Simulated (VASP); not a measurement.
In3GaP4, 8 atoms in the cell. The structure is cubic, space group P-43m (No. 215). Conventional cell: a = 5.769 Å, b = 5.769 Å, c = 5.769 Å, α = 90.00°, β = 90.00°, γ = 90.00°. In (site symmetry -42m) has 4 P at 2.54 Å within 3.3 Å. Within 3.2 Å of Ga (site symmetry -43m) lie 4 P at 2.39 Å. Within 3.2 Å of P (site symmetry 3m) lie 1 Ga at 2.39 Å and 3 In at 2.54 Å. 

```yaml
Program: VASP 6.6.1
Task: single point
Functional: PBEsol
Potentials_or_basis: VASP PAW PBE potentials, release 64 (In_d, Ga_d, P)
Cutoff: 520 eV
k_mesh: 6 × 6 × 6
Occupations: gaussian, width 0.01 eV
Spin: no spin polarisation
Dipole_correction: no
Further_INCAR_settings: ALGO = Normal; EDIFF = 1e-06; NBANDS = 46
```

Potentials or basis: VASP PAW PBE potentials, release 64 (In_d, Ga_d, P).

Command:

```bash
$ cat potpaw_PBE.64/In_d/POTCAR potpaw_PBE.64/Ga_d/POTCAR potpaw_PBE.64/P/POTCAR > POTCAR
$ mpirun -np 1 vasp_std > vasp.out
```

Hardware: 1 thread of Intel(R) Xeon(R) 6975P-C (Granite Rapids) (shared host).

**Question.** Estimate the wall time of this run.

**Answer.** Run time: 110 s on 1 thread of Intel(R) Xeon(R) 6975P-C (Granite Rapids), on a shared host, peak memory 0.42 GiB. Counts: scf iterations 15, k points 20.
